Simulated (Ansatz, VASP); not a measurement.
## One calculation of Si, two programs

```
Si
1.0
     1.91156   -5.34767    0.00000
     1.91156    5.34767    0.00000
     0.00000    0.00000   12.65385
Si
12
Direct
  0.75704 0.24296 0.94510
  0.24296 0.75704 0.05490
  0.75704 0.24296 0.55490
  0.24296 0.75704 0.44510
  0.42869 0.57131 0.15722
  0.57131 0.42869 0.84278
  0.42869 0.57131 0.34278
  0.57131 0.42869 0.65722
  0.97122 0.02878 0.90937
  0.02878 0.97122 0.09063
  0.97122 0.02878 0.59063
  0.02878 0.97122 0.40937
```

Alike in both runs: functional PBEsol; k mesh 10 × 10 × 4; occupations gaussian, width 0.02 eV; no spin polarisation.

Ansatz relaxed the structure, and its values are those at the end. VASP's run is a single point on that final structure, the one shown.

|  | VASP | Ansatz |
| --- | --- | --- |
| version | VASP 6.6.1 | Ansatz 0.2.0 |
| potentials or method | VASP PAW PBE potentials, release 64 (Si), cutoff 520 eV | scalar-relativistic, plane waves, PAW |
| valence electrons in the cell | 48 | 48 |

```tsv
	VASP	Ansatz	Ansatz less VASP
gap on the k mesh at the Fermi level (eV)	0.39	0.40	+0.008
least direct gap on the mesh (eV)	0.48	0.49	+0.008
pressure (GPa)	0.1	0.0	-0.11
rms of the force components (eV/Å)	0.003	0.001	-0.0021
```

VASP's potentials were made for PBE, not for PBEsol, and Ansatz warns of the same on its side.
